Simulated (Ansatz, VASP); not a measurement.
One calculation of Li, two programs

The input INCAR:

```
SYSTEM = Li
PREC = Accurate
ENCUT = 600
EDIFF = 1E-6
ISMEAR = 0
SIGMA = 0.1
LREAL = .FALSE.
LASPH = .TRUE.
NELM = 100
ALGO = Normal
ISIF = 3
LWAVE = .FALSE.
LCHARG = .FALSE.
GGA = PE
IBRION = 2
NSW = 100
EDIFFG = -0.01
```

Contents of KPOINTS:

```
regular mesh
0
G
  16 16 16
  0 0 0
```

File POSCAR:

```
Li
1.0
    0.0000000000      2.4401590209      5.2095324616
    1.5810737421      0.0000000000      5.2095324616
    1.5810737421      2.4401590209      0.0000000000
Li
2
Direct
    0.8689419493      0.8689419493      0.1310580507
    0.1310580507      0.1310580507      0.8689419493
```

Input for Ansatz:

```yaml
crystal:
  lattice:
    - [0.0, 2.4401590209, 5.2095324616]
    - [1.5810737421, 0.0, 5.2095324616]
    - [1.5810737421, 2.4401590209, 0.0]
  atoms:
    - { symbol: Li, position: [0.8689419493, 0.8689419493, 0.1310580507] }
    - { symbol: Li, position: [0.1310580507, 0.1310580507, 0.8689419493] }
basis:
  ecutwfc: 420
kpoints:
  mp_grid: { grid: [16, 16, 16] }
hamiltonian:
  xc: pbe
scf:
  occupations: { method: gaussian, width: 0.1 }
output:
  forces: true
  stress: true
  eigenvalues: true
relax:
  adjacent_minimum: "off"
  f_tol: 0.01
  max_steps: 80
  cell: { stress_tol: 0.05 }
```

Alike in both runs: task relaxation of cell and atoms; functional PBE; k mesh 16 × 16 × 16; occupations gaussian, width 0.1 eV; no spin polarisation.

```csv
,VASP,Ansatz
version,VASP 6.6.1,Ansatz 0.2.0
potentials or method,"VASP PAW PBE potentials, release 64 (Li_sv), cutoff 600 eV","scalar-relativistic, plane waves, PAW"
valence electrons in the cell,6,6
```

Ansatz gave:

| Item | Value |
| --- | --- |
| gap on the k mesh at the Fermi level, each at its own relaxed structure (eV) | none |
| relaxed volume (Å³/atom) | 20.34 |
| relaxed length of the cell vector where the two differ most in proportion (Å) | 5.491 |

**Question.** Which values does VASP return?

**Answer.** gap on the k mesh at the Fermi level, each at its own relaxed structure (eV): none; relaxed volume (Å³/atom): 20.22; relaxed length of the cell vector where the two differ most in proportion (Å): 5.480.

A gap of «none» marks a metal or a gap that the smearing closes.

Noted on VASP's run: the cutoff is under 1.25 times that of the potentials, so the pressure is a little rough.
